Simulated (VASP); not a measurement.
Runs of VASP 6.6.1 on Ti. The structure is that of space group Im-3m (No. 229), or close to it. The cells are those of the table. 

| cell | k mesh | gap on the mesh (eV) | pressure (GPa) |
| --- | --- | --- | --- |
| a = 2.890 Å, angles 109.5°, 1 atom | 15 × 15 × 15 | none | (a) |
| a = 2.814 Å, angles 109.5°, 1 atom | 15 × 15 × 15 | none | 4.0 |
| a = 2.927 Å, angles 109.5°, 1 atom | 15 × 15 × 15 | none | -6.8 |
| a = 2.853 Å, angles 109.5°, 1 atom | 22 × 22 × 22 | none | -0.3 |
| a = 2.962 Å, angles 109.5°, 1 atom | 15 × 15 × 15 | none | (b) |
| a = 2.774 Å, angles 109.5°, 1 atom | 15 × 15 × 15 | none | 9.1 |
| a = 2.853 Å, angles 109.5°, 1 atom | 15 × 15 × 15 | none | -0.3 |

Alike in all rows: task single point; level RPBE; potentials or basis VASP PAW PBE potentials, release 64 (Ti_sv); no spin polarisation; cutoff (eV) 520; smearing fermi-dirac 0.1 eV.

Task: Estimate the missing entries.

Result: (a) -3.8; (b) -9.3.

Caveats: the PAW data sets were made with another functional, which shifts forces and pressure a little.

A gap of «none» marks levels without a gap at the run's occupations.
